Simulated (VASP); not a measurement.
# HgTe (Coloradoite) (F-43m) in VASP: a series of runs

Aim: see how the results for HgTe (Coloradoite) move with the level of theory and the settings. Levels: BLYP+D3(BJ), PBE. Tasks: relaxation of cell and atoms, single point.

Program: VASP 6.6.1. These are calculated values, not measurements. Logs are shortened: lines on timing, memory, paths and dates and some standing lists are left out, and cuts for length are marked.

## 1. The cell of the first run

Symmetry: F-43m, No. 216, cubic system. The conventional cell has a = 6.429 Å, b = 6.429 Å, c = 6.429 Å, α = 90.00°, β = 90.00°, γ = 90.00°. Hg (site symmetry -43m) has 4 Te at 2.78 Å within 3.7 Å. Te (site symmetry -43m) has 4 Hg at 2.78 Å within 3.7 Å.

## 2. Relaxation of cell and atoms, BLYP+D3(BJ)

INCAR

```
PREC = Accurate
ENCUT = 500
EDIFF = 1E-7
ISMEAR = -1
SIGMA = 0.05
LREAL = False
LASPH = True
NELM = 120
ALGO = Normal
ISIF = 3
LWAVE = False
LCHARG = False
GGA = B5
ALDAX = 1.0
AGGAX = 1.0
AGGAC = 1.0
ALDAC = 0.0
IVDW = 12
VDW_S6 = 1.0
VDW_S8 = 2.6996
VDW_A1 = 0.4298
VDW_A2 = 4.2359
IBRION = 2
NSW = 60
EDIFFG = -0.01
GGA_COMPAT = False
NELMIN = 4
```

KPOINTS

```
regular mesh
0
Gamma
  7 7 7
```

POSCAR

```
HgTe
1.0
    0.0000000000      3.2145000000      3.2145000000
    3.2145000000      0.0000000000      3.2145000000
    3.2145000000      3.2145000000      0.0000000000
Hg Te
1 1
Direct
    0.0000000000      0.0000000000      0.0000000000
    0.7500000000      0.7500000000      0.7500000000
```

Potentials or basis: VASP PAW PBE potentials, release 64 (Hg, Te).

Run with:

```
$ cat potpaw_PBE.64/Hg/POTCAR potpaw_PBE.64/Te/POTCAR > POTCAR
$ mpirun -np 1 vasp_std > vasp.out
```

OUTCAR:

```text
PREC = Accurate
   ENCUT = 500
   EDIFF = 1E-7
   ISMEAR = -1
   LREAL = False
   LASPH = True
   NELM = 120
   ISIF = 3
   GGA = B5
   IVDW = 12
   IBRION = 2
   NSW = 60
   EDIFFG = -0.01
   NELMIN = 4
 IVDW          = 12

 ion  position               nearest neighbor table
   1  0.000  0.000  0.000-   2 2.78   2 2.78   2 2.78   2 2.78
   2  0.750  0.750  0.750-   1 2.78   1 2.78   1 2.78   1 2.78

  LATTYP: Found a face centered cubic cell.
 ALAT       =     6.4290000000

  Lattice vectors:

 A1 = (   0.0000000000,   3.2145000000,   3.2145000000)
 A2 = (   3.2145000000,   0.0000000000,   3.2145000000)
 A3 = (   3.2145000000,   3.2145000000,   0.0000000000)

Analysis of symmetry for initial positions (statically):
=====================================================================
 Subroutine PRICEL returns:
 Original cell was already a primitive cell.

 Routine SETGRP: Setting up the symmetry group for a
 face centered cubic supercell.

 Subroutine GETGRP returns: Found 24 space group operations
 (whereof 24 operations were pure point group operations)
 out of a pool of 48 trial point group operations.

The static configuration has the point symmetry T_d .

Analysis of symmetry for dynamics (positions and initial velocities):
=====================================================================
 Subroutine PRICEL returns:
 Original cell was already a primitive cell.

 Routine SETGRP: Setting up the symmetry group for a
 face centered cubic supercell.

 Subroutine GETGRP returns: Found 24 space group operations
 (whereof 24 operations were pure point group operations)
 out of a pool of 48 trial point group operations.

The dynamic configuration has the point symmetry T_d .

 Subroutine INISYM returns: Found 24 space group operations
 (whereof 24 operations are pure point group operations),
 and found     1 'primitive' translations

----------------------------------------------------------------------------------------

                                     Primitive cell

  volume of cell :      66.4309

  direct lattice vectors                    reciprocal lattice vectors
     0.000000000  3.214500000  3.214500000    -0.155545186  0.155545186  0.155545186
     3.214500000  0.000000000  3.214500000     0.155545186 -0.155545186  0.155545186
     3.214500000  3.214500000  0.000000000     0.155545186  0.155545186 -0.155545186

  length of vectors
     4.545989496  4.545989496  4.545989496     0.269412165  0.269412165  0.269412165

  position of ions in fractional coordinates (direct lattice)
     0.000000000  0.000000000  0.000000000
     0.750000000  0.750000000  0.750000000

  ion indices of the primitive-cell ions
   primitive index   ion index
                 1           1
                 2           2

----------------------------------------------------------------------------------------

 KPOINTS: regular mesh

Automatic generation of k-mesh.
 Grid dimensions read from file:
 generate k-points for:    7    7    7

 Generating k-lattice:

  Cartesian coordinates                     Fractional coordinates (reciprocal lattice)
    -0.022220741  0.022220741  0.022220741     0.142857143  0.000000000  0.000000000
     0.022220741 -0.022220741  0.022220741     0.000000000  0.142857143  0.000000000
     0.022220741  0.022220741 -0.022220741     0.000000000  0.000000000  0.142857143

  Length of vectors
     0.038487452  0.038487452  0.038487452

  Shift w.r.t. Gamma in fractional coordinates (k-lattice)
     0.000000000  0.000000000  0.000000000

 Subroutine IBZKPT returns following result:
 ===========================================

 Found     20 irreducible k-points:

 Following reciprocal coordinates:
            Coordinates               Weight
  0.000000  0.000000  0.000000      1.000000
  0.142857  0.000000  0.000000      8.000000
  0.285714  0.000000  0.000000      8.000000
  0.428571  0.000000  0.000000      8.000000
  0.142857  0.142857  0.000000      6.000000
  0.285714  0.142857  0.000000     24.000000
[... 12 lines left out ...]
 -0.428571  0.428571  0.142857     24.000000
 -0.285714  0.428571  0.142857     24.000000
   k-points           NKPTS =     20   k-points in BZ     NKDIM =     20   number of bands    NBANDS=     13
   number of dos      NEDOS =    301   number of ions     NIONS =      2
   total plane-waves  NPLWV =  46656
   dimension x,y,z NGX =    36 NGY =   36 NGZ =   36
   dimension x,y,z NGXF=    72 NGYF=   72 NGZF=   72
   ions per type =               1   1
   NGX,Y,Z   is equivalent  to a cutoff of  13.17, 13.17, 13.17 a.u.
   NGXF,Y,Z  is equivalent  to a cutoff of  26.33, 26.33, 26.33 a.u.
 SYSTEM =  unknown system
   PREC   = accura    normal or accurate (medium, high low for compatibility)
   ISTART =      0    job   : 0-new  1-cont  2-samecut
   ICHARG =      2    charge: 1-file 2-atom 10-const
   ISPIN  =      1    spin polarized calculation?
   LNONCOLLINEAR =      F non collinear calculations
   LSORBIT =      F    spin-orbit coupling
   LASPH  =      T    aspherical Exc in radial PAW
   ENCUT  =  500.0 eV  36.75 Ry    6.06 a.u.   8.29  8.29  8.29*2*pi/ulx,y,z
   NELM   =    120;   NELMIN=  4; NELMDL= -5     # of ELM steps
   EDIFF  = 0.1E-06   stopping-criterion for ELM
   LREAL  =      F    real-space projection
   EDIFFG = -.1E-01   stopping-criterion for IOM
   NSW    =     60    number of steps for IOM
   IBRION =      2    ionic relax: 0-MD 1-quasi-New 2-CG
   NFREE  =      1    steps in history (QN), initial steepest desc. (CG)
   ISIF   =      3    stress and relaxation
   ISYM   =      2    0-nonsym 1-usesym 2-fastsym
   POTIM  = 0.5000    time-step for ionic-motion
   TEBEG  =    0.0;   TEEND  =   0.0 temperature during run
   PSTRESS=    0.0 pullay stress
   NELECT =      18.0000    total number of electrons
   NUPDOWN=      -1.0000    fix difference up-down
   EMIN   =  10.00;   EMAX   =-10.00  energy-range for DOS
   EFERMI =   0.00;   METHOD = LEGACY
   ISMEAR =    -1;   SIGMA  =   0.05  broadening in eV -4-tet -1-fermi 0-gaus
   EFERMI_NEDOS =   21; number of points for ismear=-14 and -15
   IALGO  =     38    algorithm
   IMIX   =      4    mixing-type and parameters
     AMIX     =   0.40;   BMIX     =  1.00
     AMIX_MAG =   1.60;   BMIX_MAG =  1.00
  volume/ion in A,a.u.               =      33.22       224.15
  Fermi-wavevector in a.u.,A,eV,Ry     =   1.059357  2.001894 15.268958  1.122237
  Thomas-Fermi vector in A             =   2.194699
   LORBIT       =      0    0 simple, 1 ext, 2 COOP (PROOUT), +10 PAW based schemes
   GGA     = B5    functional components
   LHFCALC =     F    Hartree Fock is set to
   AEXX    =    0.0000 exact exchange contribution
   IVDW    =    12    specifies the selected vdW correction
   LEPSILON=     F    determine dielectric tensor
   LRPA    =     F    only Hartree local field effects (RPA)
 conjugate gradient relaxation of ions
 non-spin polarized calculation
  energy-cutoff  :      500.00
  volume of cell :       66.43
 maximum number of plane-waves:      1716
 NGX is ok and might be reduce to    36
   NGX = 17   NGY = 17   NGZ = 17

--------------------------------------- Ionic step        1  -------------------------------------------

 number of electron      18.0000000 magnetization

 Free energy of the ion-electron system (eV)
  ---------------------------------------------------
  ext. energy  EPLUGINS =         0.00000000
  ---------------------------------------------------
  free energy    TOTEN  =        -2.41550208 eV

  energy without entropy =       -2.41481078  energy(sigma->0) =       -2.41515643

------------------------ aborting loop because EDIFF is reached ----------------------------------------

 Edisp (eV)   -1.68592

 E8    (eV) :    -1.2606

  FORCE on cell =-STRESS in cart. coord.  units (eV):
  Direction    XX          YY          ZZ          XY          YZ          ZX
  --------------------------------------------------------------------------------------
  -------------------------------------------------------------------------------------
  Total       1.34344     1.34344     1.34344     0.00000    -0.00000    -0.00000
  in kB      32.40098    32.40098    32.40098     0.00000    -0.00000    -0.00000
  external pressure =       32.40 kB  Pullay stress =        0.00 kB

 VOLUME and BASIS-vectors are now :
 -----------------------------------------------------------------------------
  energy-cutoff  :      500.00
  volume of cell :       66.43
      direct lattice vectors                 reciprocal lattice vectors
     0.000000000  3.214500000  3.214500000    -0.155545186  0.155545186  0.155545186
     3.214500000  0.000000000  3.214500000     0.155545186 -0.155545186  0.155545186
     3.214500000  3.214500000  0.000000000     0.155545186  0.155545186 -0.155545186
[... 41 lines left out ...]
 POSITION                                       TOTAL-FORCE (eV/Angst)
 -----------------------------------------------------------------------------------
      6.63734      3.31867      3.31867        -0.000000     -0.000000     -0.000000
      4.97800      4.97800      4.97800         0.000000      0.000000      0.000000
 -----------------------------------------------------------------------------------
    total drift:                               -0.000000     -0.000000     -0.000000

  FREE ENERGIE OF THE ION-ELECTRON SYSTEM (eV)
  ---------------------------------------------------
  free  energy   TOTEN  =        -4.1419628060 eV

  energy  without entropy=       -4.1411537753  energy(sigma->0) =       -4.14155829

--------------------------------------- Ionic step        3  -------------------------------------------

 number of electron      18.0000001 magnetization

 Free energy of the ion-electron system (eV)
  ---------------------------------------------------
  ext. energy  EPLUGINS =         0.00000000
  ---------------------------------------------------
  free energy    TOTEN  =        -2.60038843 eV

  energy without entropy =       -2.59961329  energy(sigma->0) =       -2.60000086

 E-fermi :   3.0119     XC(G=0):  -8.0080

 val. band max:        2.9660103639   @ k =   0.0000   0.0000   0.0000
 cond. band min:       3.6028633332   @ k =   0.1429   0.0000   0.0000
 fundamental gap:      0.6368529693
 Fermi energy:         3.0118664072

 k-point     1 :       0.0000    0.0000    0.0000
  band No.  band energies     occupation
      1      -8.6651      2.00000
      2      -4.1139      2.00000
      3      -4.1139      2.00000
      4      -4.1139      2.00000
      5      -3.6504      2.00000
      6      -3.6504      2.00000
      7       2.0396      2.00000
      8       2.9660      1.42891
      9       2.9660      1.42891
     10       2.9660      1.42891
     11       7.3125      0.00000
     12       7.3125      0.00000
     13       7.3125      0.00000

 k-point     2 :       0.1429    0.0000    0.0000
  band No.  band energies     occupation
      1      -8.5775      2.00000
      2      -4.0898      2.00000
      3      -4.0898      2.00000
      4      -4.0730      2.00000
      5      -3.6524      2.00000
      6      -3.6524      2.00000
      7       0.8867      2.00000
      8       2.7713      1.98387
      9       2.7713      1.98387
     10       3.6029      0.00001
     11       7.2703      0.00000
[... 314 lines left out ...]
 POSITION                                       TOTAL-FORCE (eV/Angst)
 -----------------------------------------------------------------------------------
     -0.00000      0.00000      0.00000        -0.000000     -0.000000      0.000000
      4.93630      4.93630      4.93630         0.000000      0.000000     -0.000000
 -----------------------------------------------------------------------------------
    total drift:                               -0.000000     -0.000000      0.000000

  FREE ENERGIE OF THE ION-ELECTRON SYSTEM (eV)
  ---------------------------------------------------
  free  energy   TOTEN  =        -4.1471351912 eV

  energy  without entropy=       -4.1463600493  energy(sigma->0) =       -4.14674762

 reached required accuracy - stopping structural energy minimisation
```

It took 94 s on 1 thread of Intel Xeon 6975P-C (Granite Rapids), shared host; peak memory 0.23 GiB.

What came out:

* Free energy: -4.1471 eV
* Relaxed volume: 35.64 Å³/atom
* Relaxed cell: a = 4.654 Å, b = 4.654 Å, c = 4.654 Å, α = 60.00°, β = 60.00°, γ = 60.00°
* Space group after relaxing (to 0.05 Å): F-43m (No. 216)
* Energy gained by relaxing: 22.9 meV/atom
* Ionic steps: 3
* Pressure after relaxing: 0.0 GPa
* Band gap on the k mesh: zero (filled and empty bands touch)
* Dispersion energy per atom: -0.773 eV

Step by step:
| step | energy change (eV) | largest force (eV/Å) | pressure (GPa) | volume (Å³) |
| --- | --- | --- | --- | --- |
| 1 | 0.0000 | 0.0000 | 3.24 | 66.43 |
| 2 | -0.0405 | 0.0000 | -0.89 | 73.10 |
| 3 | -0.0457 | 0.0000 | 0.00 | 71.28 |

Final structure:
```yaml
crystal:
  lattice:
    - [0.00000, 3.29086, 3.29086]
    - [3.29086, 0.00000, 3.29086]
    - [3.29086, 3.29086, 0.00000]
  atoms:
    - { symbol: Hg, position: [0.00000, 0.00000, 0.00000] }
    - { symbol: Te, position: [0.75000, 0.75000, 0.75000] }
```

Levels at points of the mesh, in eV from the Fermi level:
| k point | band 5 | band 6 | band 7 | band 8 | band 9 | band 10 | band 11 | band 12 | band 13 |
| --- | --- | --- | --- | --- | --- | --- | --- | --- | --- |
| (0.00, 0.00, 0.00) | -6.66 | -6.66 | -0.97 | -0.05 | -0.05 | -0.05 | 4.30 | 4.30 | 4.30 |

Caveat: the PAW data sets were made with another functional, which shifts forces and pressure a little; spin-orbit coupling is left out, which moves the levels of the heavy elements; pairwise dispersion overbinds metals, which lowers pressure and volume.

## 3. Single point, PBE, non-collinear spin, zero start, spin-orbit coupling

INCAR

```
  PREC = Accurate
  ENCUT = 500
  EDIFF = 1E-6
  ISMEAR = -1
  SIGMA = 0.05
  LREAL = False
  LASPH = True
  NELM = 200
  ALGO = Normal
  ISIF = 2
  LWAVE = False
  LCHARG = False
  MAGMOM = 0 0 0 0 0 0
  LORBIT = 11
  LSORBIT = True
  GGA_COMPAT = False
  LORBMOM = True
  GGA = PE
  NBANDS = 30
```

KPOINTS

```
regular mesh
0
Gamma
  5 5 5
```

POSCAR is that of step 2.

Potentials or basis: VASP PAW PBE potentials, release 64 (Hg, Te).

Run with:

```
$ cat potpaw_PBE.64/Hg/POTCAR potpaw_PBE.64/Te/POTCAR > POTCAR
$ mpirun -np 1 vasp_ncl > vasp.out
```

Wall time 85 s (1 thread of Intel Xeon 6975P-C (Granite Rapids), shared host); peak memory 0.39 GiB.

It converged, with:

| Item | Value |
| --- | --- |
| Free energy | -3.9283 eV |
| Pressure | 4.5 GPa |
| Net moment | 0.00 μB per cell |
| Valence electrons inside the program's atomic spheres | Hg 10.55; Te 3.39 |

Moments on the atoms (μB; x, y, z):
```
Hg  0.00 0.00 0.00
Te  0.00 0.00 0.00
```

[end of part 1 of 2]
